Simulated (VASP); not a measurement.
Input of a VASP 6.6.1 run:

The input INCAR:

```
SYSTEM = Ga
ALGO = Normal
EDIFF = 1E-7
EDIFFG = -0.02
ENCUT = 500
GGA = PE
GGA_COMPAT = .FALSE.
IBRION = 2
ISIF = 3
ISMEAR = -1
IVDW = 12
LASPH = .TRUE.
LCHARG = .FALSE.
LREAL = .FALSE.
LWAVE = .FALSE.
NELM = 120
NELMIN = 4
NSW = 80
PREC = Accurate
SIGMA = 0.1
```

Contents of KPOINTS:

```
k-points
0
G
  6 6 6
  0 0 0
```

File POSCAR:

```
Ga
1.0
    0.0000000000      2.6950000000      2.6950000000
    2.6950000000      0.0000000000      2.6950000000
    2.6950000000      2.6950000000      0.0000000000
Ga
2
Direct
    1.0000000000      1.0000000000      1.0000000000
    0.2500000000      0.2500000000      0.2500000000
```

Potentials or basis: VASP PAW PBE potentials, release 64 (Ga_d).

Command:

```bash
$ cat potpaw_PBE.64/Ga_d/POTCAR > POTCAR
$ mpirun -np 1 vasp_std > vasp.out
```

(1) Estimate the band gap on the k mesh.

(2) Estimate the relaxed volume.

(3) What does it give for the space group after relaxing (to 0.1 Å)?

Answers

(1) zero (bands 13 and 14 overlap by 4.17 eV).

(2) 24.28 Å³/atom.

(3) Fd-3m (No. 227).

Caveat: the volume moved by over 15 % at a fixed basis, so the end points are rough.
